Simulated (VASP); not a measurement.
A run of VASP 6.6.1:

The input INCAR:

```
SYSTEM = SiF
PREC = Accurate
ENCUT = 520
EDIFF = 1E-6
ISMEAR = 0
SIGMA = 0.2
LREAL = .False.
LASPH = .True.
NELM = 60
ALGO = Normal
ISIF = 2
LWAVE = .False.
LCHARG = .False.
GGA = PE
NBANDS = 19
```

KPOINTS

```
Automatic mesh
0
Gamma
  6 6 6
  0 0 0
```

Contents of POSCAR:

```
SiF
1.0
    1.9905933696      1.1492696160      5.9741009229
   -1.9905933696      1.1492696160      5.9741009229
    0.0000000000     -2.2985392374      5.9741009218
Si F
2 2
Direct
    0.1858143829      0.1858143829      0.1858143829
    0.8141856171      0.8141856171      0.8141856171
    0.2766264947      0.2766264947      0.2766264947
    0.7233735053      0.7233735053      0.7233735053
```

Potentials or basis: VASP PAW PBE potentials, release 64 (Si, F).

Run with:

```bash
$ cat potpaw_PBE.64/Si/POTCAR potpaw_PBE.64/F/POTCAR > POTCAR
$ mpirun -np 1 vasp_std > vasp.out
```

Hardware: 1 thread of Intel(R) Xeon(R) 6975P-C (Granite Rapids), on a shared host.

**Question.** How long does it take, and how much memory?

**Answer.** Run time: 50 s on 1 thread of Intel(R) Xeon(R) 6975P-C (Granite Rapids), with other jobs on the host, peak memory 0.3 GiB. Counts: scf iterations 14, k points 32.
